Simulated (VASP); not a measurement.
Wanted: the native input for a VASP 6.6.1 run.

| Quantity | Value |
| --- | --- |
| Task | single point |
| Functional | PBEsol |
| Potentials or basis | VASP PAW PBE potentials, release 64 (Cd, Se) |
| Cutoff | 520 eV |
| k mesh | 6 × 6 × 6 |
| Occupations | fermi-dirac, width 0.05 eV |
| Spin | no spin polarisation |
| Dipole correction | no |
| Further INCAR settings | ALGO = Normal; EDIFF = 1e-06; NBANDS = 16 |

The structure of CdSe lies in POSCAR:

```
CdSe
1.0
    0.0000000000      2.8739580000      2.8739580000
    2.8739580000      0.0000000000      2.8739580000
    2.8739580000      2.8739580000      0.0000000000
Cd Se
1 1
Direct
    0.0000000000      0.0000000000      0.0000000000
    0.5000000000      0.5000000000      0.5000000000
```

The input as run:

INCAR

```
PREC = Accurate
ENCUT = 520
EDIFF = 1E-6
ISMEAR = -1
SIGMA = 0.05
LREAL = F
LASPH = T
NELM = 100
ALGO = Normal
ISIF = 2
LWAVE = F
LCHARG = F
GGA = PS
NBANDS = 16
```

KPOINTS

```
regular mesh
0
Gamma
  6 6 6
```

Potentials or basis: VASP PAW PBE potentials, release 64 (Cd, Se).

The run is started by

```bash
$ cat potpaw_PBE.64/Cd/POTCAR potpaw_PBE.64/Se/POTCAR > POTCAR
$ mpirun -np 1 vasp_std > vasp.out
```

It gave:

* Pressure: -3.4 GPa
* Band gap on the k mesh: zero (band 9 reaches 2.09 eV, above the bottom of band 10 at 1.59 eV)

Caveat: the PAW data sets were made with another functional, which shifts forces and pressure a little.

Wall time 18 s on 1 thread of Intel Xeon 8259CL (shared host), peak memory 0.17 GiB.
